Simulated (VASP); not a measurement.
**Al3BP4: single point with PBE**

Crystal: Al3BP4.

```
Al B P
1.0
     5.28280    0.00036   -0.00022
     0.00036    5.28168   -0.00028
    -2.64184   -2.64134    5.23825
Al B P
3 1 4
Direct
  0.25008 0.75008 0.50002
  0.49996 0.49992 0.00000
  0.75001 0.25002 0.49995
  0.99997 0.99998 0.00000
  0.10459 0.10461 0.77201
  0.33268 0.89532 0.22795
  0.66734 0.66734 0.77208
  0.89537 0.33273 0.22800
```

```
Program             : VASP 6.6.1
Task                : single point
Functional          : PBE
Potentials or basis : VASP PAW PBE potentials, release 64 (Al, B, P)
Cutoff              : 520 eV
k mesh              : 4 × 4 × 4
Occupations         : gaussian, width 0.1 eV
Spin                : no spin polarisation
```

- Pressure: -0.1 GPa
- Largest force: 0.005 eV/Å
- Band gap on the k mesh: 1.13 eV

Forces in eV/Å, atoms in the order of the input:
```
Al  -0.001 -0.001  0.000
Al   0.000  0.001 -0.001
Al   0.000  0.000  0.001
B    0.000  0.000  0.001
P    0.000  0.000  0.000
P   -0.003  0.003  0.001
P    0.002  0.002 -0.001
P    0.002 -0.005  0.000
```

Levels at points of the mesh, in eV from the valence-band top:
| k point | band 13 | band 14 | band 15 | band 16 | band 17 | band 18 | band 19 | band 20 |
| --- | --- | --- | --- | --- | --- | --- | --- | --- |
| (0.00, 0.00, 0.00) | -2.29 | -0.12 | 0.00 | 0.00 | 1.13 | 1.85 | 3.57 | 3.61 |
| (0.50, 0.00, 0.00) | -1.95 | -1.85 | -1.23 | -0.99 | 3.02 | 3.31 | 3.83 | 3.87 |
| (0.00, 0.50, 0.00) | -1.95 | -1.85 | -1.23 | -0.98 | 3.02 | 3.31 | 3.83 | 3.87 |
| (0.50, 0.50, 0.00) | -1.21 | -0.88 | -0.74 | -0.58 | 1.88 | 3.06 | 3.11 | 3.88 |
| (0.00, 0.00, 0.50) | -1.68 | -1.68 | -1.21 | -1.21 | 1.53 | 1.54 | 1.89 | 2.25 |
| (0.50, 0.00, 0.50) | -1.95 | -1.85 | -1.23 | -0.99 | 3.02 | 3.31 | 3.83 | 3.87 |
| (0.00, 0.50, 0.50) | -1.95 | -1.85 | -1.23 | -0.98 | 3.02 | 3.31 | 3.83 | 3.87 |
| (0.50, 0.50, 0.50) | -1.21 | -0.88 | -0.74 | -0.58 | 1.87 | 3.06 | 3.12 | 3.88 |

Run time: 52 s on 1 thread of Intel(R) Xeon(R) 6975P-C (Granite Rapids), with other jobs on the host, peak memory 0.32 GiB.

A k mesh can miss the band edges.
